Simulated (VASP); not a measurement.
Write the native input for VASP 6.6.1 that does the following.

```
Task                   : single point
Functional             : PBEsol
Dispersion             : D3(BJ)
Potentials or basis    : VASP PAW PBE potentials, release 64 (C)
Cutoff                 : 520 eV
k mesh                 : 18 × 18 × 6
Occupations            : gaussian, width 0.15 eV
Spin                   : no spin polarisation
Dipole correction      : no
Further INCAR settings : ALGO = Normal; EDIFF = 1e-06; NBANDS = 16
```

The structure of C lies in POSCAR:

```
C
1.0
    2.4580081300      0.0000000000      0.0000000000
   -1.2290040650      2.1286974833      0.0000000000
    0.0000000000      0.0000000000      6.7333720564
C
4
Direct
    0.0000000000      0.0000000000      0.0025000000
    0.0000000000      0.0000000000      0.5025000000
    0.3333333333      0.6666666667      0.0025000000
    0.6666666667      0.3333333333      0.5025000000
```

This cell differs from its parent crystal: engineering shear strain xy +0.0000, normal strain along z +0.0233.

These files were run (other wordings do the same):

INCAR

```
SYSTEM = C
PREC     = Accurate       ! precision mode
ENCUT    = 520            ! plane-wave cutoff, eV
EDIFF    = 1E-6           ! SCF threshold, eV
ISMEAR   = 0              ! smearing method
SIGMA    = 0.15           ! smearing width, eV
LREAL    = .FALSE.        ! projectors in reciprocal space
LASPH    = .TRUE.         ! aspherical terms in the spheres
NELM     = 60             ! most SCF steps
ALGO     = Normal         ! electronic algorithm
ISIF     = 2              ! what is computed and relaxed
LWAVE    = .FALSE.        ! write WAVECAR
LCHARG   = .TRUE.         ! write CHGCAR
GGA      = PS             ! functional
IVDW     = 12             ! dispersion correction
LELF     = .TRUE.         ! ELF
LVHAR    = .TRUE.       
NBANDS   = 16             ! bands
```

KPOINTS

```
regular mesh
0
G
  18 18 6
  0 0 0
```

Potentials or basis: VASP PAW PBE potentials, release 64 (C).

Run with:

```bash
$ cat potpaw_PBE.64/C/POTCAR > POTCAR
$ mpirun -np 1 vasp_std > vasp.out
```

It gave:

| Item | Value |
| --- | --- |
| Pressure | 0.5 GPa |
| Band gap on the k mesh | zero (band 8 reaches 4.62 eV, above the bottom of band 9 at 4.59 eV) |
| Dispersion energy per atom | -0.110 eV |

Caveat: the cell differs from its parent crystal (engineering shear strain xy +0.0000, normal strain along z +0.0233); the PAW data sets were made with another functional, which shifts forces and pressure a little.

It took 27 s on 1 thread of Intel(R) Xeon(R) 6975P-C (Granite Rapids), with other jobs on the host, peak memory 0.19 GiB.
